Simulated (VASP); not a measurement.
## LuH2: relaxation of cell and atoms with PBEsol

LuH2:

```
Lu H
1.0
     0.00000    2.51650    2.51650
     2.51650    0.00000    2.51650
     2.51650    2.51650    0.00000
Lu H
1 2
Direct
  0.00000 0.00000 0.00000
  0.25000 0.25000 0.25000
  0.75000 0.75000 0.75000
```

| Quantity | Value |
| --- | --- |
| Program | VASP 6.6.1 |
| Task | relaxation of cell and atoms |
| Functional | PBEsol |
| Potentials or basis | VASP PAW PBE potentials, release 64 (Lu, H) |
| Cutoff | 600 eV |
| k mesh | 8 × 8 × 8 |
| Occupations | gaussian, width 0.02 eV |
| Spin | no spin polarisation |
| Dipole correction | no |
| Further INCAR settings | ALGO = Normal; EDIFF = 1e-06; IBRION = 2; EDIFFG = -0.03; NSW = 60; ISIF = 3 |

```
Relaxed volume                        : 10.26 Å³/atom
Relaxed cell                          : a = 3.517 Å, b = 3.517 Å, c = 3.517 Å, α = 60.00°, β = 60.00°, γ = 60.00°
Space group after relaxing (to 0.1 Å) : Fm-3m (No. 225)
Energy gained by relaxing             : 4.8 meV/atom
Ionic steps                           : 2
Pressure after relaxing               : -0.4 GPa
Band gap on the k mesh                : zero (an odd number of electrons rules out a gap without spin polarisation)
```

The path:
| step | energy change (eV) | largest force (eV/Å) | pressure (GPa) | volume (Å³) |
| --- | --- | --- | --- | --- |
| 1 | 0.0000 | 0.0000 | -3.66 | 31.87 |
| 2 | -0.0144 | 0.0000 | -0.41 | 30.77 |

Final structure:
```cif
data_structure
_symmetry_space_group_name_H-M 'P 1'
_symmetry_Int_Tables_number 1
_cell_length_a 3.5172
_cell_length_b 3.5172
_cell_length_c 3.5172
_cell_angle_alpha 60.000
_cell_angle_beta 60.000
_cell_angle_gamma 60.000
_cell_volume 30.77
loop_
_atom_site_label
_atom_site_type_symbol
_atom_site_fract_x
_atom_site_fract_y
_atom_site_fract_z
_atom_site_occupancy
Lu1 Lu 0.00000 0.00000 0.00000 1
H1 H 0.25000 0.25000 0.25000 1
H2 H 0.75000 0.75000 0.75000 1
```

Levels at points of the mesh, in eV from the Fermi level:
```
           k point  band 10  band 11  band 12  band 13  band 14  band 15  band 16  band 17
(0.00, 0.00, 0.00)    -4.78    -4.78    -4.78    -0.39     1.36     1.36     1.36     4.30
(0.50, 0.00, 0.00)    -4.80    -4.80    -4.78    -3.83     1.43     1.43     4.98     5.90
(0.50, 0.50, 0.00)    -4.82    -4.81    -4.81    -3.88    -2.45     6.12     6.20     6.20
```

Wall time 26 s on 1 thread of Intel(R) Xeon(R) 6975P-C (Granite Rapids), on a shared host, peak memory 0.19 GiB.

Caveat: the PAW data sets were made with another functional, which shifts forces and pressure a little; spin-orbit coupling is left out, which moves the levels of the heavy elements.
